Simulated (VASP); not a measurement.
# Li (Fd-3m) in VASP: a series of runs, part 2 of 2

VASP 6.6.1. Earlier steps stand in the parts before.

**3. Single point, PBE**

This run uses another cell than the first one, of 25.80 Å³/atom, 1.042 times its volume.

Contents of INCAR:

```
SYSTEM = Li
PREC = Accurate ; ENCUT = 520
EDIFF = 1E-6 ; ISMEAR = -1
SIGMA = 0.1 ; LREAL = .False.
LASPH = .True. ; NELM = 100
ALGO = Normal ; ISIF = 2
LWAVE = .False. ; LCHARG = .False.
GGA = PE ; NBANDS = 10
```

Contents of KPOINTS:

```
Automatic mesh
0
Gamma
  10 10 10
  0 0 0
```

Contents of POSCAR:

```
Li
1.0
    0.0000000000      2.9548570515      2.9548570515
    2.9548570515      0.0000000000      2.9548570515
    2.9548570515      2.9548570515      0.0000000000
Li
2
Direct
    0.1250000000      0.1250000000      0.1250000000
    0.8750000000      0.8750000000      0.8750000000
```

Potentials or basis: VASP PAW PBE potentials, release 64 (Li_sv).

The run is started by

```bash
$ cat potpaw_PBE.64/Li_sv/POTCAR > POTCAR
$ mpirun -np 1 vasp_std > vasp.out
```

OUTCAR:

```text
SYSTEM = Li
   PREC = Accurate
   ENCUT = 520
   EDIFF = 1E-6
   ISMEAR = -1
   LREAL = .False.
   LASPH = .True.
   NELM = 100
   ISIF = 2
   GGA = PE

 ion  position               nearest neighbor table
   1  0.125  0.125  0.125-   2 2.56   2 2.56   2 2.56   2 2.56
   2  0.875  0.875  0.875-   1 2.56   1 2.56   1 2.56   1 2.56

  LATTYP: Found a face centered cubic cell.
 ALAT       =     5.9097141030

  Lattice vectors:

 A1 = (   0.0000000000,   2.9548570515,   2.9548570515)
 A2 = (   2.9548570515,   0.0000000000,   2.9548570515)
 A3 = (   2.9548570515,   2.9548570515,   0.0000000000)

Analysis of symmetry for initial positions (statically):
=====================================================================
 Subroutine PRICEL returns:
 Original cell was already a primitive cell.

 Routine SETGRP: Setting up the symmetry group for a
 face centered cubic supercell.

 Subroutine GETGRP returns: Found 48 space group operations
 (whereof 12 operations were pure point group operations)
 out of a pool of 48 trial point group operations.

The static configuration has the point symmetry D_3d.
 The point group associated with its full space group is O_h .

Analysis of symmetry for dynamics (positions and initial velocities):
=====================================================================
 Subroutine PRICEL returns:
 Original cell was already a primitive cell.

 Routine SETGRP: Setting up the symmetry group for a
 face centered cubic supercell.

 Subroutine GETGRP returns: Found 48 space group operations
 (whereof 12 operations were pure point group operations)
 out of a pool of 48 trial point group operations.

The dynamic configuration has the point symmetry D_3d.
 The point group associated with its full space group is O_h .

 Subroutine INISYM returns: Found 48 space group operations
 (whereof 12 operations are pure point group operations),
 and found     1 'primitive' translations

----------------------------------------------------------------------------------------

                                     Primitive cell

  volume of cell :      51.5988

  direct lattice vectors                    reciprocal lattice vectors
     0.000000000  2.954857051  2.954857051    -0.169212923  0.169212923  0.169212923
     2.954857051  0.000000000  2.954857051     0.169212923 -0.169212923  0.169212923
     2.954857051  2.954857051  0.000000000     0.169212923  0.169212923 -0.169212923

  length of vectors
     4.178798917  4.178798917  4.178798917     0.293085381  0.293085381  0.293085381

  position of ions in fractional coordinates (direct lattice)
     0.125000000  0.125000000  0.125000000
     0.875000000  0.875000000  0.875000000

  ion indices of the primitive-cell ions
   primitive index   ion index
                 1           1
                 2           2

----------------------------------------------------------------------------------------

 KPOINTS: Automatic mesh

Automatic generation of k-mesh.
 Grid dimensions read from file:
 generate k-points for:   10   10   10

 Generating k-lattice:

  Cartesian coordinates                     Fractional coordinates (reciprocal lattice)
    -0.016921292  0.016921292  0.016921292     0.100000000  0.000000000  0.000000000
     0.016921292 -0.016921292  0.016921292     0.000000000  0.100000000  0.000000000
     0.016921292  0.016921292 -0.016921292     0.000000000  0.000000000  0.100000000

  Length of vectors
     0.029308538  0.029308538  0.029308538

  Shift w.r.t. Gamma in fractional coordinates (k-lattice)
     0.000000000  0.000000000  0.000000000

 Subroutine IBZKPT returns following result:
 ===========================================

 Found     47 irreducible k-points:

 Following reciprocal coordinates:
            Coordinates               Weight
  0.000000  0.000000  0.000000      1.000000
  0.100000  0.000000  0.000000      8.000000
  0.200000  0.000000  0.000000      8.000000
  0.300000  0.000000  0.000000      8.000000
  0.400000  0.000000  0.000000      8.000000
  0.500000  0.000000  0.000000      4.000000
[... 16 lines left out ...]
  0.300000  0.300000  0.000000      6.000000
  0.400000  0.300000  0.000000     24.000000
 [... further k-points ...]
   k-points           NKPTS =     47   k-points in BZ     NKDIM =     47   number of bands    NBANDS=     10
   number of dos      NEDOS =    301   number of ions     NIONS =      2
   total plane-waves  NPLWV =  32768
   dimension x,y,z NGX =    32 NGY =   32 NGZ =   32
   dimension x,y,z NGXF=    64 NGYF=   64 NGZF=   64
   ions per type =               2
   NGX,Y,Z   is equivalent  to a cutoff of  12.73, 12.73, 12.73 a.u.
   NGXF,Y,Z  is equivalent  to a cutoff of  25.46, 25.46, 25.46 a.u.
 SYSTEM =  Li
   PREC   = accura    normal or accurate (medium, high low for compatibility)
   ISTART =      0    job   : 0-new  1-cont  2-samecut
   ICHARG =      2    charge: 1-file 2-atom 10-const
   ISPIN  =      1    spin polarized calculation?
   LNONCOLLINEAR =      F non collinear calculations
   LSORBIT =      F    spin-orbit coupling
   LASPH  =      T    aspherical Exc in radial PAW
   ENCUT  =  520.0 eV  38.22 Ry    6.18 a.u.   7.77  7.77  7.77*2*pi/ulx,y,z
   NELM   =    100;   NELMIN=  2; NELMDL= -5     # of ELM steps
   EDIFF  = 0.1E-05   stopping-criterion for ELM
   LREAL  =      F    real-space projection
   EDIFFG = 0.1E-04   stopping-criterion for IOM
   NSW    =      0    number of steps for IOM
   IBRION =     -1    ionic relax: 0-MD 1-quasi-New 2-CG
   NFREE  =      0    steps in history (QN), initial steepest desc. (CG)
   ISIF   =      2    stress and relaxation
   ISYM   =      2    0-nonsym 1-usesym 2-fastsym
   POTIM  = 0.5000    time-step for ionic-motion
   TEBEG  =    0.0;   TEEND  =   0.0 temperature during run
   PSTRESS=    0.0 pullay stress
   NELECT =       6.0000    total number of electrons
   NUPDOWN=      -1.0000    fix difference up-down
   EMIN   =  10.00;   EMAX   =-10.00  energy-range for DOS
   EFERMI =   0.00;   METHOD = LEGACY
   ISMEAR =    -1;   SIGMA  =   0.10  broadening in eV -4-tet -1-fermi 0-gaus
   EFERMI_NEDOS =   21; number of points for ismear=-14 and -15
   IALGO  =     38    algorithm
   IMIX   =      4    mixing-type and parameters
     AMIX     =   0.40;   BMIX     =  1.00
     AMIX_MAG =   1.60;   BMIX_MAG =  1.00
  volume/ion in A,a.u.               =      25.80       174.10
  Fermi-wavevector in a.u.,A,eV,Ry     =   0.799059  1.510002  8.687253  0.638495
  Thomas-Fermi vector in A             =   1.906089
   LORBIT       =      0    0 simple, 1 ext, 2 COOP (PROOUT), +10 PAW based schemes
   GGA     = PE    functional components
   LHFCALC =     F    Hartree Fock is set to
   AEXX    =    0.0000 exact exchange contribution
   IVDW    =     0    specifies the selected vdW correction
   LEPSILON=     F    determine dielectric tensor
   LRPA    =     F    only Hartree local field effects (RPA)
 non-spin polarized calculation
  energy-cutoff  :      520.00
  volume of cell :       51.60
 maximum number of plane-waves:      1411
   NGX = 15   NGY = 15   NGZ = 15

 number of electron       6.0000018 magnetization

 Free energy of the ion-electron system (eV)
  ---------------------------------------------------
  ext. energy  EPLUGINS =         0.00000000
  ---------------------------------------------------
  free energy    TOTEN  =        -2.79407738 eV

  energy without entropy =       -2.76703129  energy(sigma->0) =       -2.78055434

 E-fermi :   0.1580     XC(G=0):  -6.4601

 val. band max:        0.1575351029   @ k =  -0.3000   0.4000   0.2000
 cond. band min:       0.2518398324   @ k =   0.5000   0.5000   0.0000
 fundamental gap:      0.0943047295
 Fermi energy:         0.1579704219

 k-point     1 :       0.0000    0.0000    0.0000
  band No.  band energies     occupation
      1     -47.6107      2.00000
      2     -47.5358      2.00000
      3      -3.1716      2.00000
      4       5.7057      0.00000
      5       5.7058      0.00000
      6       5.7058      0.00000
      7       6.8201      0.00000
      8       6.8202      0.00000
      9       6.8202      0.00000
     10      11.4887      0.00000
[... 287 lines left out ...]
 k-point    24 :       0.4000    0.3000    0.0000
  band No.  band energies     occupation
      1     -47.5896      2.00000
      2     -47.5564      2.00000
      3      -1.4437      2.00000
      4       2.2839      0.00000
      5       2.6178      0.00000
      6       2.8063      0.00000
      7       6.0391      0.00000
      8       6.5922      0.00000
      9      11.1577      0.00000
     10      11.6385      0.00000

 [... further k-points ...]
[... 5 lines left out ...]
  --------------------------------------------------------------------------------------
  -------------------------------------------------------------------------------------
  Total       -0.0253446     -0.0253446     -0.0253446      0.0000000      0.0000000      0.0000000
  in kB       -0.7869675     -0.7869675     -0.7869675      0.0000000      0.0000000      0.0000000
  external PRESSURE =      -0.7869675 kB  Pullay stress =       0.0000000 kB

 VOLUME and BASIS-vectors are now :
 -----------------------------------------------------------------------------
  energy-cutoff  :      520.00
  volume of cell :       51.60
      direct lattice vectors                 reciprocal lattice vectors
     0.000000000  2.954857051  2.954857051    -0.169212923  0.169212923  0.169212923
     2.954857051  0.000000000  2.954857051     0.169212923 -0.169212923  0.169212923
     2.954857051  2.954857051  0.000000000     0.169212923  0.169212923 -0.169212923

 POSITION                                       TOTAL-FORCE (eV/Angst)
 -----------------------------------------------------------------------------------
      0.73871      0.73871      0.73871        -0.000000     -0.000000     -0.000000
      5.17100      5.17100      5.17100         0.000000      0.000000      0.000000
 -----------------------------------------------------------------------------------
    total drift:                                0.000000      0.000000      0.000000

  FREE ENERGIE OF THE ION-ELECTRON SYSTEM (eV)
  ---------------------------------------------------
  free  energy   TOTEN  =        -2.7940773827 eV

  energy  without entropy=       -2.7670312886  energy(sigma->0) =       -2.78055434
```

Run time: 12 s. Hardware: 1 thread of AMD EPYC 9R45 (Zen 5), shared host; peak memory 0.14 GiB.

Results:

```
Free energy            : -2.7941 eV
Band gap on the k mesh : zero (band 3 reaches 0.67 eV, above the bottom of band 4 at -0.17 eV)
```

Levels at points of the mesh, in eV from the Fermi level:
| k point | band 1 | band 2 | band 3 | band 4 | band 5 | band 6 | band 7 |
| --- | --- | --- | --- | --- | --- | --- | --- |
| (0.00, 0.00, 0.00) | -47.77 | -47.69 | -3.33 | 5.55 | 5.55 | 5.55 | 6.66 |
| (0.50, 0.00, 0.00) | -47.75 | -47.71 | -1.20 | -0.33 | 4.19 | 4.19 | 6.99 |
| (0.50, 0.50, 0.00) | -47.73 | -47.73 | 0.09 | 0.09 | 2.22 | 2.22 | 5.64 |

Caveat: the cutoff is under 1.25 times the usual one of these potentials, so pressure, stress and relaxed cells hold a basis-set (Pulay) error.

**4. Single point, PBE (volume scaled by 1.04)**

Contents of INCAR:

```
  ALGO = Normal
  EDIFF = 1E-6
  ENCUT = 520
  GGA = PE
  ISIF = 2
  ISMEAR = -1
  LASPH = T
  LCHARG = F
  LREAL = F
  LWAVE = F
  NBANDS = 10
  NELM = 60
  PREC = Accurate
  SIGMA = 0.1
```

Contents of KPOINTS:

```
k-points
0
Gamma
  10 10 10
```

Contents of POSCAR:

```
Li
1.0
    0.0000000000      2.9937412087      2.9937412087
    2.9937412087      0.0000000000      2.9937412087
    2.9937412087      2.9937412087      0.0000000000
Li
2
Direct
    0.1250000000      0.1250000000      0.1250000000
    0.8750000000      0.8750000000      0.8750000000
```

Potentials or basis: VASP PAW PBE potentials, release 64 (Li_sv).

The run is started by

```bash
$ cat potpaw_PBE.64/Li_sv/POTCAR > POTCAR
$ mpirun -np 1 vasp_std > vasp.out
```

OUTCAR:

```text
EDIFF = 1E-6
   ENCUT = 520
   GGA = PE
   ISIF = 2
   ISMEAR = -1
   LASPH = T
   LREAL = F
   NELM = 60
   PREC = Accurate

 ion  position               nearest neighbor table
   1  0.125  0.125  0.125-   2 2.59   2 2.59   2 2.59   2 2.59
   2  0.875  0.875  0.875-   1 2.59   1 2.59   1 2.59   1 2.59

  LATTYP: Found a face centered cubic cell.
 ALAT       =     5.9874824174

  Lattice vectors:

 A1 = (   0.0000000000,   2.9937412087,   2.9937412087)
[... 489 lines left out ...]
      4       2.1309      0.00000
      5       2.4450      0.00000
      6       2.6469      0.00000
      7       5.7811      0.00000
      8       6.3218      0.00000
      9      10.7774      0.00000
     10      11.2315      0.00000

 [... further k-points ...]
[... 5 lines left out ...]
  --------------------------------------------------------------------------------------
  -------------------------------------------------------------------------------------
  Total       -0.0929153     -0.0929153     -0.0929153      0.0000000      0.0000000      0.0000000
  in kB       -2.7741189     -2.7741189     -2.7741189      0.0000000      0.0000000      0.0000000
  external PRESSURE =      -2.7741189 kB  Pullay stress =       0.0000000 kB

 VOLUME and BASIS-vectors are now :
 -----------------------------------------------------------------------------
  energy-cutoff  :      520.00
  volume of cell :       53.66
      direct lattice vectors                 reciprocal lattice vectors
     0.000000000  2.993741209  2.993741209    -0.167015104  0.167015104  0.167015104
     2.993741209  0.000000000  2.993741209     0.167015104 -0.167015104  0.167015104
     2.993741209  2.993741209  0.000000000     0.167015104  0.167015104 -0.167015104

 POSITION                                       TOTAL-FORCE (eV/Angst)
 -----------------------------------------------------------------------------------
      0.74844      0.74844      0.74844         0.000000      0.000000      0.000000
      5.23905      5.23905      5.23905        -0.000000     -0.000000     -0.000000
 -----------------------------------------------------------------------------------
    total drift:                                0.000000      0.000000     -0.000000

  FREE ENERGIE OF THE ION-ELECTRON SYSTEM (eV)
  ---------------------------------------------------
  free  energy   TOTEN  =        -2.7929050720 eV

  energy  without entropy=       -2.7645227066  energy(sigma->0) =       -2.77871389
```

stdout:

```text
POSCAR found type information on POSCAR Li
 POSCAR found :  1 types and       2 ions
 scaLAPACK will be used
 LDA part: xc-table for (Slater+PW92), standard interpolation
 POSCAR, INCAR and KPOINTS ok, starting setup
 FFT: planning ... GRIDC
 FFT: planning ... GRID_SOFT
 FFT: planning ... GRID
 WAVECAR not read
 entering main loop
```

It took 12 s on 1 thread of AMD EPYC 9R45 (Zen 5), shared host; peak memory 0.14 GiB.

Results:

```yaml
Free_energy: -2.7929 eV
Band_gap_on_the_k_mesh: zero (band 3 reaches 0.56 eV, above the bottom of band 4 at -0.31 eV)
```

Levels at points of the mesh, in eV from the Fermi level:
```csv
k point,band 1,band 2,band 3,band 4,band 5,band 6,band 7
"(0.00, 0.00, 0.00)",-47.77,-47.70,-3.26,5.41,5.41,5.41,6.52
"(0.50, 0.00, 0.00)",-47.75,-47.72,-1.14,-0.35,4.09,4.09,6.85
"(0.50, 0.50, 0.00)",-47.74,-47.74,0.10,0.10,2.19,2.19,5.49
```

Caveat: the cell differs from its parent crystal (volume scaled by 1.04); the cutoff is under 1.25 times the usual one of these potentials, so pressure, stress and relaxed cells hold a basis-set (Pulay) error.

**5. Single point, PBE (volume scaled by 1.08)**

Contents of INCAR:

```
ALGO = Normal
EDIFF = 1E-7
ENCUT = 520
GGA = PE
ISIF = 2
ISMEAR = -1
LASPH = True
LCHARG = False
LREAL = False
LWAVE = False
NBANDS = 10
NELM = 60
PREC = Accurate
SIGMA = 0.1
```

KPOINTS is that of step 4.

Contents of POSCAR:

```
Li
1.0
    0.0000000000      3.0316406904      3.0316406904
    3.0316406904      0.0000000000      3.0316406904
    3.0316406904      3.0316406904      0.0000000000
Li
2
Direct
    0.1250000000      0.1250000000      0.1250000000
    0.8750000000      0.8750000000      0.8750000000
```

The run is started by

```bash
$ cat potpaw_PBE.64/Li_sv/POTCAR > POTCAR
$ mpirun -np 1 vasp_std > vasp.out
```

Wall time 13 s (1 thread of AMD EPYC 9R45 (Zen 5), shared host); peak memory 0.14 GiB.

Results (log left out):

| Property | Result |
| --- | --- |
| Free energy | -2.7893 eV |
| Band gap on the k mesh | zero (band 3 reaches 0.47 eV, above the bottom of band 4 at -0.44 eV) |

Levels at points of the mesh, in eV from the Fermi level:
```csv
k point,band 1,band 2,band 3,band 4,band 5,band 6,band 7
"(0.00, 0.00, 0.00)",-47.77,-47.71,-3.19,5.29,5.29,5.29,6.38
"(0.50, 0.00, 0.00)",-47.76,-47.73,-1.09,-0.38,4.01,4.01,6.71
"(0.50, 0.50, 0.00)",-47.74,-47.74,0.10,0.10,2.15,2.15,5.35
```

Caveat: the cell differs from its parent crystal (volume scaled by 1.08); the cutoff is under 1.25 times the usual one of these potentials, so pressure, stress and relaxed cells hold a basis-set (Pulay) error.

**6. Single point, PBE (volume scaled by 1.12)**

Contents of INCAR:

```
SYSTEM = Li
PREC = Accurate ; ENCUT = 520
EDIFF = 1E-7 ; ISMEAR = -1
SIGMA = 0.1 ; LREAL = .False.
LASPH = .True. ; NELM = 60
ALGO = Normal ; ISIF = 2
LWAVE = .False. ; LCHARG = .False.
GGA = PE ; NBANDS = 10
```

Contents of KPOINTS:

```
regular mesh
0
Gamma
  10 10 10
  0 0 0
```

Contents of POSCAR:

```
Li
1.0
    0.0000000000      3.0686155623      3.0686155623
    3.0686155623      0.0000000000      3.0686155623
    3.0686155623      3.0686155623      0.0000000000
Li
2
Direct
    0.1250000000      0.1250000000      0.1250000000
    0.8750000000      0.8750000000      0.8750000000
```

Potentials or basis: VASP PAW PBE potentials, release 64 (Li_sv).

The run is started by

```bash
$ cat potpaw_PBE.64/Li_sv/POTCAR > POTCAR
$ mpirun -np 1 vasp_std > vasp.out
```

It took 13 s on 1 thread of AMD EPYC 9R45 (Zen 5), shared host; peak memory 0.14 GiB.

The run converged. Its results:

| Item | Value |
| --- | --- |
| Free energy | -2.7837 eV |
| Band gap on the k mesh | zero (band 3 reaches 0.37 eV, above the bottom of band 4 at -0.56 eV) |

Levels at points of the mesh, in eV from the Fermi level:
```csv
k point,band 1,band 2,band 3,band 4,band 5,band 6
"(0.00, 0.00, 0.00)",-47.78,-47.73,-3.12,5.17,5.17,5.17
"(0.50, 0.00, 0.00)",-47.77,-47.74,-1.03,-0.40,3.92,3.92
"(0.50, 0.50, 0.00)",-47.75,-47.75,0.10,0.10,2.12,2.12
```

Caveat: the cell differs from its parent crystal (volume scaled by 1.12); the cutoff is under 1.25 times the usual one of these potentials, so pressure, stress and relaxed cells hold a basis-set (Pulay) error.

**7. Summary**

```csv
cell,gap on the mesh (eV)
"a = 4.122 Å, angles 60.0°, 2 atoms",none
"a = 4.179 Å, angles 60.0°, 2 atoms",none
"a = 4.234 Å, angles 60.0°, 2 atoms",none
"a = 4.287 Å, angles 60.0°, 2 atoms",none
"a = 4.340 Å, angles 60.0°, 2 atoms",none
```

Alike in all rows: task single point; level PBE; potentials or basis VASP PAW PBE potentials, release 64 (Li_sv); no spin polarisation; k mesh 10 × 10 × 10; cutoff (eV) 520; smearing fermi-dirac 0.1 eV.

Caveats: the cutoff is under 1.25 times the usual one of these potentials, so pressure, stress and relaxed cells hold a basis-set (Pulay) error.

Absolute energies hang on the potentials; compare differences alone.
